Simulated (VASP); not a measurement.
Crystal: Zr3SiO.

```xyz
5
Lattice="4.2764 0.0000 0.0000 0.0000 4.2764 0.0000 0.0000 0.0000 4.2764" Properties=species:S:1:pos:R:3 pbc="T T T"
Zr    2.1382    0.0000    2.1382
Zr    0.0000    2.1382    2.1382
Zr    2.1382    2.1382    0.0000
Si    0.0000    0.0000    0.0000
O     2.1382    2.1382    2.1382
```

| Quantity | Value |
| --- | --- |
| Program | VASP 6.6.1 |
| Task | relaxation of cell and atoms |
| Functional | PBE |
| Potentials or basis | VASP PAW PBE potentials, release 64 (Zr_sv, Si, O) |
| Cutoff | 600 eV |
| k mesh | 4 × 4 × 4 |
| Occupations | gaussian, width 0.1 eV |
| Spin | no spin polarisation |

At the start: pressure 14.8 GPa; volume 15.64 Å³/atom.

**Question.** Where does the relaxation end?

**Answer.** Over 3 steps the energy falls by 58.7 meV/atom and the volume is 17.05 Å³/atom (+9.0 %); space group Pm-3m (No. 221, to 0.05 Å).

The path:
```csv
step,energy change (eV),largest force (eV/Å),pressure (GPa),volume (Å³)
1,0.0000,0.0000,14.80,78.20
2,0.2029,0.0000,-13.41,95.72
3,-0.2935,0.0000,-0.36,85.26
```

Final structure:
```
Zr Si O
1.0
     4.40124    0.00000    0.00000
     0.00000    4.40124    0.00000
     0.00000    0.00000    4.40124
Zr Si O
3 1 1
Direct
  0.50000 0.00000 0.50000
  0.00000 0.50000 0.50000
  0.50000 0.50000 0.00000
  0.00000 0.00000 0.00000
  0.50000 0.50000 0.50000
```

Caveat: the k points lie up to 0.36 Å⁻¹ apart in the final cell.
